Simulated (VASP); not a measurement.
Input of a VASP 6.6.1 run:

INCAR

```
SYSTEM = TeAs
PREC = Accurate
ENCUT = 520
EDIFF = 1E-6
ISMEAR = 0
SIGMA = 0.15
LREAL = .FALSE.
LASPH = .TRUE.
NELM = 80
ALGO = Normal
ISIF = 2
LWAVE = .FALSE.
LCHARG = .FALSE.
GGA = CA
NBANDS = 12
```

The input KPOINTS:

```
regular mesh
0
G
  16 16 16
  0 0 0
```

File POSCAR:

```
TeAs
1.0
    1.5702925726      3.9257314314      3.9257314314
    3.9257314314      1.5702925726      3.9257314314
    3.9257314314      3.9257314314      1.5702925726
Te As
1 1
Direct
    0.5000000000      0.5000000000      0.5000000000
    0.0000000000      0.0000000000      0.0000000000
```

Potentials or basis: VASP PAW LDA potentials, release 64 (Te, As).

The run is started by

```console
$ cat potpaw_LDA.64/Te/POTCAR potpaw_LDA.64/As/POTCAR > POTCAR
$ mpirun -np 1 vasp_std > vasp.out
```

What does it give for the pressure?

-8.4 GPa.

What does it give for the band gap on the k mesh?

Zero (an odd number of electrons rules out a gap without spin polarisation).

Stress tensor (GPa, compression positive):
```
-8.35 -0.75 -0.75
-0.75 -8.35 -0.75
-0.75 -0.75 -8.35
```

Caveat: the cell stands under tension; spin-orbit coupling is left out, which moves the levels of the heavy elements.
